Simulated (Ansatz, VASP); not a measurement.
## Two plane-wave programs on BaZrO3

```xyz
5
Lattice="4.2271 0.0000 0.0000 0.0000 4.2271 0.0000 0.0000 0.0000 4.2271" Properties=species:S:1:pos:R:3 pbc="T T T"
Ba    2.1136    2.1136    2.1136
Zr    0.0000    0.0000    0.0000
O     2.1136    0.0000    0.0000
O     0.0000    2.1136    0.0000
O     0.0000    0.0000    2.1136
```

Alike in both runs: functional PBE; k mesh 6 × 6 × 6; occupations gaussian, width 0.02 eV; no spin polarisation.

Ansatz relaxed the structure, and its values are those at the end. VASP's run is a single point on that final structure, the one shown.

|  | VASP | Ansatz |
| --- | --- | --- |
| version | VASP 6.6.1 | Ansatz 0.2.0 |
| potentials or method | VASP PAW PBE potentials, release 64 (Ba_sv, Zr_sv, O_h), cutoff 910 eV | scalar-relativistic, plane waves, PAW |
| valence electrons in the cell | 40 | 40 |

```tsv
	VASP	Ansatz	Ansatz less VASP
gap on the k mesh at the Fermi level (eV)	3.14	3.18	+0.042
least direct gap on the mesh (eV)	3.39	3.40	+0.018
```

The functional is the same, so the differences come from potentials, cutoffs and numerics.

Spin-orbit coupling is off throughout. Noted on VASP's run: the cutoff is short for stress, so the pressure is rough.
